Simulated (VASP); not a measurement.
Crystal: C.

```xyz
4
Lattice="1.8919 -3.2065 0.0000 1.8919 3.2065 0.0000 0.0000 0.0000 3.7889" Properties=species:S:1:pos:R:3 pbc="T T T"
C     1.8919    2.2285    0.2974
C     1.8919   -0.9780    1.5970
C     1.8919   -2.2285    3.4915
C     1.8919    0.9780    2.1919
```

```yaml
Program: VASP 6.6.1
Task: relaxation of cell and atoms
Functional: PBE
Potentials_or_basis: VASP PAW PBE potentials, release 64 (C)
Cutoff: 600 eV
k_mesh: 6 × 6 × 4
Occupations: gaussian, width 0.1 eV
Spin: no spin polarisation
```

At the start: pressure -34.3 GPa; volume 11.49 Å³/atom.

Where does the relaxation end?

Over 29 steps the energy falls by 4255.5 meV/atom and the volume is 7.75 Å³/atom (-32.5 %); space group Fmmm (No. 69, to 0.05 Å).

Step by step:
```csv
step,energy change (eV),largest force (eV/Å),pressure (GPa),volume (Å³)
1,0.0000,0.3656,-34.28,45.97
2,-3.0906,1.1454,-27.47,31.45
3,-4.2107,1.8946,6.83,23.65
4,-2.7808,10.8543,147.30,19.13
5,-4.8244,0.8908,29.96,21.87
6,-4.8418,1.1318,35.35,21.65
7,-7.3337,3.8643,27.89,22.09
8,-8.1893,8.4584,72.85,21.94
9,-8.4028,7.8695,59.79,22.03
10,-8.7938,7.7233,58.68,22.31
11,-9.5115,7.5732,64.43,23.05
12,-9.5616,7.5487,71.92,23.34
13,-10.3350,7.1375,60.70,23.79
14,-12.2178,6.0490,34.00,25.19
15,-13.9662,4.8554,8.60,28.08
16,-14.0266,4.8843,7.20,28.68
17,-14.7365,4.2891,-1.36,29.34
18,-16.1887,1.9711,-20.19,31.34
19,-15.6124,3.6985,-38.72,35.54
20,-16.5139,1.3043,-29.34,32.95
21,-16.9769,0.8306,-7.52,31.61
22,-16.9869,0.8308,-3.63,31.41
23,-17.0105,0.3175,-2.41,31.26
24,-17.0105,0.3322,-2.37,31.25
25,-17.0190,0.1825,-0.09,31.06
26,-17.0201,0.1078,1.10,30.96
27,-17.0214,0.0608,0.12,31.00
28,-17.0216,0.0809,-0.33,31.02
29,-17.0219,0.0293,-0.43,31.01
```

Final structure:
```xyz
4
Lattice="2.9489 -2.1353 0.0000 2.9489 2.1353 0.0000 0.0000 0.0000 2.4623" Properties=species:S:1:pos:R:3 pbc="T T T"
C     2.9489    1.4214    2.4620
C     2.9489   -0.7139    1.2315
C     2.9489   -1.4214    0.0004
C     2.9489    0.7139    1.2308
```

Caveat: the k points lie up to 0.64 Å⁻¹ apart in the final cell; the volume moved by over 15 % at a fixed basis, so the end points are rough.
